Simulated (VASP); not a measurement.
# WC (P3m1) in VASP: notebook

Runs on WC. Level: PBEsol. Tasks: single point.

All numbers are computed with VASP 6.6.1; they aren't measurements. Logs are shortened: lines on timing, memory, paths and dates and some standing lists are left out, and cuts for length are marked.

## (1) The cell of the first run

It takes space group P3m1 (No. 156, trigonal). Conventional cell: a = 2.901 Å, b = 2.901 Å, c = 2.829 Å, α = 90.00°, β = 90.00°, γ = 120.00°. Within 2.7 Å of W (site symmetry 3m) lie 6 C at 2.01 to 2.40 Å. Within 2.7 Å of C (site symmetry 3m) lie 6 W at 2.01 to 2.40 Å.

## (2) Single point, PBEsol (atom 2 (C) moved by (+0.000, -0.300) A along x and z)

The input, INCAR:

```
SYSTEM = WC
ALGO = Normal ; EDIFF = 1E-7
ENCUT = 520 ; GGA = PS
ISIF = 2 ; ISMEAR = 0
LASPH = .True. ; LCHARG = .True.
LELF = .True. ; LREAL = .False.
LVHAR = .True. ; LWAVE = .False.
NBANDS = 16 ; NELM = 100
PREC = Accurate ; SIGMA = 0.15
```

The input, KPOINTS:

```
k-points
0
Gamma
  18 18 16
  0 0 0
```

The input, POSCAR:

```
WC
1.0
    2.9005014360      0.0000000000      0.0000000000
   -1.4502507180      2.5119079273      0.0000000000
    0.0000000000      0.0000000000      2.8290000000
W C
1 1
Direct
    0.0000000000      0.0000000000      0.0000000000
    0.6666666667      0.3333333333      0.3939554613
```

Potentials or basis: VASP PAW PBE potentials, release 64 (W_sv, C).

Launch:

```sh
$ cat potpaw_PBE.64/W_sv/POTCAR potpaw_PBE.64/C/POTCAR > POTCAR
$ mpirun -np 1 vasp_std > vasp.out
```

OUTCAR:

```text
SYSTEM = WC
   EDIFF = 1E-7
   ENCUT = 520
   GGA = PS
   ISIF = 2
   ISMEAR = 0
   LASPH = .True.
   LREAL = .False.
   NELM = 100
   PREC = Accurate

 ion  position               nearest neighbor table
   1  0.000  0.000  0.000-   2 2.01   2 2.01   2 2.01   2 2.40   2 2.40   2 2.40
   2  0.667  0.333  0.394-   1 2.01   1 2.01   1 2.01   1 2.40   1 2.40   1 2.40

  LATTYP: Found a hexagonal cell.
 ALAT       =     2.9005014360
 C/A-ratio  =     0.9753485949

  Lattice vectors:

 A1 = (   2.9005014360,   0.0000000000,   0.0000000000)
 A2 = (  -1.4502507180,   2.5119079273,   0.0000000000)
 A3 = (   0.0000000000,   0.0000000000,   2.8290000000)

Analysis of symmetry for initial positions (statically):
=====================================================================
 Subroutine PRICEL returns:
 Original cell was already a primitive cell.

 Routine SETGRP: Setting up the symmetry group for a
 hexagonal supercell.

 Subroutine GETGRP returns: Found  6 space group operations
 (whereof  6 operations were pure point group operations)
 out of a pool of 24 trial point group operations.

The static configuration has the point symmetry C_3v.

Analysis of symmetry for dynamics (positions and initial velocities):
=====================================================================
 Subroutine PRICEL returns:
 Original cell was already a primitive cell.

 Routine SETGRP: Setting up the symmetry group for a
 hexagonal supercell.

 Subroutine GETGRP returns: Found  6 space group operations
 (whereof  6 operations were pure point group operations)
 out of a pool of 24 trial point group operations.

The dynamic configuration has the point symmetry C_3v.

 Subroutine INISYM returns: Found  6 space group operations
 (whereof  6 operations are pure point group operations),
 and found     1 'primitive' translations

----------------------------------------------------------------------------------------

                                     Primitive cell

  volume of cell :      20.6115

  direct lattice vectors                    reciprocal lattice vectors
     2.900501436  0.000000000  0.000000000     0.344767973  0.199051882  0.000000000
    -1.450250718  2.511907927  0.000000000     0.000000000  0.398103764  0.000000000
     0.000000000  0.000000000  2.829000000     0.000000000  0.000000000  0.353481796

  length of vectors
     2.900501436  2.900501436  2.829000000     0.398103764  0.398103764  0.353481796

  position of ions in fractional coordinates (direct lattice)
     0.000000000  0.000000000  0.000000000
     0.666666667  0.333333333  0.393955461

  ion indices of the primitive-cell ions
   primitive index   ion index
                 1           1
                 2           2

----------------------------------------------------------------------------------------

 KPOINTS: k-points

Automatic generation of k-mesh.
 Grid dimensions read from file:
 generate k-points for:   18   18   16

 Generating k-lattice:

  Cartesian coordinates                     Fractional coordinates (reciprocal lattice)
     0.019153776  0.011058438  0.000000000     0.055555556  0.000000000  0.000000000
     0.000000000  0.022116876  0.000000000     0.000000000  0.055555556  0.000000000
     0.000000000  0.000000000  0.022092612     0.000000000  0.000000000  0.062500000

  Length of vectors
     0.022116876  0.022116876  0.022092612

  Shift w.r.t. Gamma in fractional coordinates (k-lattice)
     0.000000000  0.000000000  0.000000000

 Subroutine IBZKPT returns following result:
 ===========================================

 Found    522 irreducible k-points:

 Following reciprocal coordinates:
            Coordinates               Weight
  0.000000  0.000000  0.000000      1.000000
  0.055556  0.000000  0.000000      6.000000
  0.111111  0.000000  0.000000      6.000000
  0.166667  0.000000  0.000000      6.000000
  0.222222 -0.000000  0.000000      6.000000
  0.277778  0.000000  0.000000      6.000000
[... 16 lines left out ...]
  0.333333  0.111111  0.000000     12.000000
  0.388889  0.111111  0.000000     12.000000
 [... further k-points ...]
   k-points           NKPTS =    522   k-points in BZ     NKDIM =    522   number of bands    NBANDS=     16
   number of dos      NEDOS =    301   number of ions     NIONS =      2
   total plane-waves  NPLWV =  13824
   dimension x,y,z NGX =    24 NGY =   24 NGZ =   24
   dimension x,y,z NGXF=    48 NGYF=   48 NGZF=   48
   ions per type =               1   1
   NGX,Y,Z   is equivalent  to a cutoff of  13.76, 13.76, 14.10 a.u.
   NGXF,Y,Z  is equivalent  to a cutoff of  27.51, 27.51, 28.21 a.u.
 SYSTEM =  WC
   PREC   = accura    normal or accurate (medium, high low for compatibility)
   ISTART =      0    job   : 0-new  1-cont  2-samecut
   ICHARG =      2    charge: 1-file 2-atom 10-const
   ISPIN  =      1    spin polarized calculation?
   LNONCOLLINEAR =      F non collinear calculations
   LSORBIT =      F    spin-orbit coupling
   LASPH  =      T    aspherical Exc in radial PAW
   ENCUT  =  520.0 eV  38.22 Ry    6.18 a.u.   5.39  5.39  5.26*2*pi/ulx,y,z
   NELM   =    100;   NELMIN=  2; NELMDL= -5     # of ELM steps
   EDIFF  = 0.1E-06   stopping-criterion for ELM
   LREAL  =      F    real-space projection
   EDIFFG = 0.1E-05   stopping-criterion for IOM
   NSW    =      0    number of steps for IOM
   IBRION =     -1    ionic relax: 0-MD 1-quasi-New 2-CG
   NFREE  =      0    steps in history (QN), initial steepest desc. (CG)
   ISIF   =      2    stress and relaxation
   ISYM   =      2    0-nonsym 1-usesym 2-fastsym
   POTIM  = 0.5000    time-step for ionic-motion
   TEBEG  =    0.0;   TEEND  =   0.0 temperature during run
   PSTRESS=    0.0 pullay stress
   NELECT =      18.0000    total number of electrons
   NUPDOWN=      -1.0000    fix difference up-down
   EMIN   =  10.00;   EMAX   =-10.00  energy-range for DOS
   EFERMI =   0.00;   METHOD = LEGACY
   ISMEAR =     0;   SIGMA  =   0.15  broadening in eV -4-tet -1-fermi 0-gaus
   EFERMI_NEDOS =   21; number of points for ismear=-14 and -15
   IALGO  =     38    algorithm
   IMIX   =      4    mixing-type and parameters
     AMIX     =   0.40;   BMIX     =  1.00
     AMIX_MAG =   1.60;   BMIX_MAG =  1.00
  volume/ion in A,a.u.               =      10.31        69.55
  Fermi-wavevector in a.u.,A,eV,Ry     =   1.564813  2.957068 33.315762  2.448639
  Thomas-Fermi vector in A             =   2.667381
   LORBIT       =      0    0 simple, 1 ext, 2 COOP (PROOUT), +10 PAW based schemes
   GGA     = PS    functional components
   LHFCALC =     F    Hartree Fock is set to
   AEXX    =    0.0000 exact exchange contribution
   IVDW    =     0    specifies the selected vdW correction
   LEPSILON=     F    determine dielectric tensor
   LRPA    =     F    only Hartree local field effects (RPA)
 non-spin polarized calculation
 Gauss-broadening in eV      SIGMA  =   0.15
  energy-cutoff  :      520.00
  volume of cell :       20.61
 maximum number of plane-waves:       580
 NGX is ok and might be reduce to    24
   NGX = 11   NGY = 11   NGZ = 11

 number of electron      18.0000001 magnetization

 Free energy of the ion-electron system (eV)
  ---------------------------------------------------
  ext. energy  EPLUGINS =         0.00000000
  ---------------------------------------------------
  free energy    TOTEN  =       -23.19577476 eV

  energy without entropy =      -23.19204195  energy(sigma->0) =      -23.19390835

 E-fermi :  11.2402     XC(G=0): -13.9126

 val. band max:       11.2396947387   @ k =   0.0000   0.1111   0.3125
 cond. band min:      11.2662861466   @ k =   0.0000   0.1111   0.1250
 fundamental gap:      0.0265914079
 Fermi energy:        11.2401945710

 k-point     1 :       0.0000    0.0000    0.0000
  band No.  band energies     occupation
      1     -62.7498      2.00000
      2     -26.7621      2.00000
      3     -26.7026      2.00000
      4     -26.7026      2.00000
      5      -3.4211      2.00000
      6       5.7900      2.00000
[... 8 lines left out ...]
     15      23.4592      0.00000
     16      27.9844      0.00000

 k-point     2 :       0.0556    0.0000    0.0000
  band No.  band energies     occupation
      1     -62.7480      2.00000
      2     -26.7606      2.00000
      3     -26.7287      2.00000
      4     -26.7089      2.00000
      5      -3.3364      2.00000
      6       5.8085      2.00000
[... 8 lines left out ...]
     15      23.5299      0.00000
     16      28.0396      0.00000

 k-point     3 :       0.1111    0.0000    0.0000
  band No.  band energies     occupation
      1     -62.7425      2.00000
      2     -26.8146      2.00000
      3     -26.7453      2.00000
      4     -26.7271      2.00000
      5      -3.0901      2.00000
      6       5.7835      2.00000
[... 8 lines left out ...]
     15      23.7300      0.00000
     16      28.1561      0.00000

 k-point     4 :       0.1667    0.0000    0.0000
  band No.  band energies     occupation
      1     -62.7342      2.00000
      2     -26.9349      2.00000
      3     -26.7548      2.00000
      4     -26.7313      2.00000
      5      -2.7042      2.00000
      6       5.5344      2.00000
[... 8 lines left out ...]
     15      24.0468      0.00000
     16      28.2713      0.00000
[... 324 lines left out ...]
 k-point    22 :       0.2778    0.1111    0.0000
  band No.  band energies     occupation
      1     -62.7002      2.00000
      2     -27.3687      2.00000
      3     -26.9105      2.00000
      4     -26.6694      2.00000
      5      -0.9418      2.00000
      6       4.3584      2.00000
[... 8 lines left out ...]
     15      25.9642      0.00000
     16      27.7768      0.00000

 k-point    23 :       0.3333    0.1111    0.0000
  band No.  band energies     occupation
      1     -62.6923      2.00000
      2     -27.4654      2.00000
      3     -26.9451      2.00000
      4     -26.6550      2.00000
      5      -0.4798      2.00000
      6       4.1928      2.00000
[... 8 lines left out ...]
     15      26.2135      0.00000
     16      27.0544      0.00000

 k-point    24 :       0.3889    0.1111    0.0000
  band No.  band energies     occupation
      1     -62.6871      2.00000
      2     -27.5279      2.00000
      3     -26.9677      2.00000
      4     -26.6456      2.00000
      5      -0.1645      2.00000
      6       4.1345      2.00000
[... 8 lines left out ...]
     15      25.4552      0.00000
     16      27.4201      0.00000

 [... further k-points ...]

------------------------ aborting loop because EDIFF is reached ----------------------------------------

  FORCE on cell =-STRESS in cart. coord.  units (eV):
  Direction    XX          YY          ZZ          XY          YZ          ZX
  --------------------------------------------------------------------------------------
  -------------------------------------------------------------------------------------
  Total        2.6481826      2.6481826      2.8095656      0.0000000      0.0000000      0.0000000
  in kB      205.8489970    205.8489970    218.3936513      0.0000000      0.0000000      0.0000000
  external PRESSURE =     210.0305484 kB  Pullay stress =       0.0000000 kB

 VOLUME and BASIS-vectors are now :
 -----------------------------------------------------------------------------
  energy-cutoff  :      520.00
  volume of cell :       20.61
      direct lattice vectors                 reciprocal lattice vectors
     2.900501436  0.000000000  0.000000000     0.344767973  0.199051882  0.000000000
    -1.450250718  2.511907927  0.000000000     0.000000000  0.398103764  0.000000000
     0.000000000  0.000000000  2.829000000     0.000000000  0.000000000  0.353481796

 POSITION                                       TOTAL-FORCE (eV/Angst)
 -----------------------------------------------------------------------------------
      0.00000      0.00000      0.00000         0.000000     -0.000000     -4.983469
      1.45025      0.83730      1.11450        -0.000000      0.000000      4.983469
 -----------------------------------------------------------------------------------
    total drift:                               -0.000000      0.000000     -0.000005

  FREE ENERGIE OF THE ION-ELECTRON SYSTEM (eV)
  ---------------------------------------------------
  free  energy   TOTEN  =       -23.1957747572 eV

  energy  without entropy=      -23.1920419489  energy(sigma->0) =      -23.19390835
```

It took 44 s on 1 thread of Intel Xeon 6975P-C (Granite Rapids), shared host; peak memory 0.29 GiB.

Results:

```
Free energy            : -23.1958 eV
Pressure               : 21.0 GPa
Largest force          : 4.983 eV/Å
Band gap on the k mesh : zero (bands 9 and 10 overlap by 1.85 eV)
```

Forces on the atoms (eV/Å):
```
W    0.000  0.000 -4.983
C    0.000  0.000  4.983
```

Stress tensor (GPa, compression positive):
```
20.58  0.00  0.00
 0.00 20.58  0.00
 0.00  0.00 21.84
```

Caveat: the cell differs from its parent crystal (atom 2 (C) moved by (+0.000, -0.300) A along x and z); the cell stands under pressure; the PAW data sets were made with another functional, which shifts forces and pressure a little; spin-orbit coupling is left out, which moves the levels of the heavy elements.

## (3) Single point, PBEsol (atom 2 (C) moved by (+0.000, -0.150) A along x and z)

The input, INCAR:

```
  PREC = Accurate
  ENCUT = 520
  EDIFF = 1E-6
  ISMEAR = 0
  SIGMA = 0.15
  LREAL = False
  LASPH = True
  NELM = 60
  ALGO = Normal
  ISIF = 2
  LWAVE = False
  LCHARG = False
  GGA = PS
  NBANDS = 16
```

The input, KPOINTS:

```
Automatic mesh
0
Gamma
  18 18 16
```

POSCAR, as its differences from that of step 2:

```diff
@@ -9,2 +9,2 @@
     0.0000000000      0.0000000000      0.0000000000
-    0.6666666667      0.3333333333      0.3939554613
+    0.6666666667      0.3333333333      0.4469777306
```

Potentials or basis: VASP PAW PBE potentials, release 64 (W_sv, C).

Launch:

```sh
$ cat potpaw_PBE.64/W_sv/POTCAR potpaw_PBE.64/C/POTCAR > POTCAR
$ mpirun -np 1 vasp_std > vasp.out
```

Run time: 51 s. Hardware: 1 thread of Intel Xeon 6975P-C (Granite Rapids), shared host; peak memory 0.28 GiB.

It converged, with:

| Property | Result |
| --- | --- |
| Free energy | -23.7352 eV |
| Pressure | 5.7 GPa |
| Largest force | 2.258 eV/Å |
| Band gap on the k mesh | zero (bands 9 and 10 overlap by 1.17 eV) |

Forces in eV/Å, atoms in the order of the input:
```
W    0.000  0.000 -2.258
C    0.000  0.000  2.258
```

Stress tensor (GPa, compression positive):
```
4.97 0.00 0.00
0.00 4.97 0.00
0.00 0.00 7.18
```

Levels at points of the mesh, in eV from the Fermi level:
| k point | band 5 | band 6 | band 7 | band 8 | band 9 | band 10 | band 11 | band 12 | band 13 | band 14 |
| --- | --- | --- | --- | --- | --- | --- | --- | --- | --- | --- |
| (0.00, 0.00, 0.00) | -14.52 | -4.68 | -3.55 | -3.55 | 0.50 | 3.08 | 3.08 | 5.98 | 5.98 | 6.38 |
| (0.50, 0.00, 0.00) | -11.18 | -7.10 | -3.95 | -3.25 | -0.79 | 2.62 | 4.56 | 4.81 | 6.16 | 10.43 |
| (0.00, 0.00, 0.50) | -10.56 | -8.65 | -2.38 | -2.38 | -0.51 | -0.51 | 3.87 | 4.70 | 4.70 | 9.72 |
| (0.50, 0.00, 0.50) | -11.35 | -6.68 | -4.43 | -4.13 | 0.29 | 4.39 | 5.34 | 6.58 | 9.19 | 10.15 |

Caveat: the cell differs from its parent crystal (atom 2 (C) moved by (+0.000, -0.150) A along x and z); the cell stands under pressure; the PAW data sets were made with another functional, which shifts forces and pressure a little; spin-orbit coupling is left out, which moves the levels of the heavy elements.
